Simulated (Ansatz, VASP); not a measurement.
Be2C in VASP and in Ansatz

Contents of INCAR:

```
SYSTEM = Be2C
ALGO     = Normal         ! electronic algorithm
EDIFF    = 1E-6           ! SCF threshold, eV
ENCUT    = 600            ! plane-wave cutoff, eV
GGA      = PE             ! functional
GGA_COMPAT= .False.      
ISIF     = 2              ! what is computed and relaxed
ISMEAR   = -1             ! smearing method
ISPIN    = 2              ! spin polarisation
LASPH    = .True.         ! aspherical terms in the spheres
LCHARG   = .False.        ! write CHGCAR
LORBIT   = 11             ! projections on sites
LREAL    = .False.        ! projectors in reciprocal space
LWAVE    = .False.        ! write WAVECAR
MAGMOM   = -0.5 0 0       ! initial moments
NBANDS   = 15             ! bands
NELM     = 200            ! most SCF steps
PREC     = Accurate       ! precision mode
SIGMA    = 0.08617333262145177 ! smearing width, eV
```

The input KPOINTS:

```
k-points
0
Gamma
  4 4 4
  0 0 0
```

POSCAR

```
Be2C
1.0
    0.0000000000      2.1622559729      2.1622559729
    2.1622559729      0.0000000000      2.1622559729
    2.1622559729      2.1622559729      0.0000000000
Be C
2 1
Direct
    1.4380000000      0.8460000000      1.1820000000
    0.9380000000      0.3460000000      0.6820000000
    0.6880000000      0.0960000000      0.4320000000
```

Input for Ansatz:

```yaml
crystal:
  lattice:
    - [0.0, 2.1622559729, 2.1622559729]
    - [2.1622559729, 0.0, 2.1622559729]
    - [2.1622559729, 2.1622559729, 0.0]
  atoms:
    - { symbol: Be, position: [1.438, 0.846, 1.182], spin: -0.5 }
    - { symbol: Be, position: [0.938, 0.346, 0.682] }
    - { symbol: C, position: [0.688, 0.096, 0.432] }
basis:
  ecutwfc: 420
kpoints:
  mp_grid: { grid: [4, 4, 4] }
  band_path: { path: [[0, 0, 0], [0.5, 0, 0], [0.5, 0.5, 0.5]], npoints: 8 }
hamiltonian:
  xc: pbe
scf:
  occupations: { method: fermi_dirac, width: "1000 K" }
  lower_state_search: "off"
  n_extra_bands: 5
  mixing: { beta: 0.63, preconditioner: ldos }
  initial_density: { chi_scale: 0, normalization: atom }
  max_iter: 85
output:
  forces: true
  stress: true
  eigenvalues: true
  populations: true
magnetization:
  spin_polarized: true
```

Alike in both runs: task single point; functional PBE; k mesh 4 × 4 × 4; collinear spin.

|  | VASP | Ansatz |
| --- | --- | --- |
| version | VASP 6.6.1 | Ansatz 0.2.0 |
| potentials or method | VASP PAW PBE potentials, release 64 (Be, C), cutoff 600 eV | scalar-relativistic, plane waves, PAW |
| occupations | fermi-dirac, width 0.0861733 eV | fermi-dirac |
| valence electrons in the cell | 8 | 8 |

|  | VASP | Ansatz | Ansatz less VASP |
| --- | --- | --- | --- |
| gap on the k mesh at the Fermi level (eV) | 1.13 | 1.15 | +0.013 |
| least direct gap on the mesh (eV) | 4.10 | 4.11 | +0.008 |
| pressure (GPa) | 0.9 | 0.6 | -0.27 |
| net moment per atom (μB) | 0.00 | 0.00 | 0.000 |

Ansatz's warnings: seeded moment not kept.

The k mesh is coarse, so the values compare programs but aren't converged.
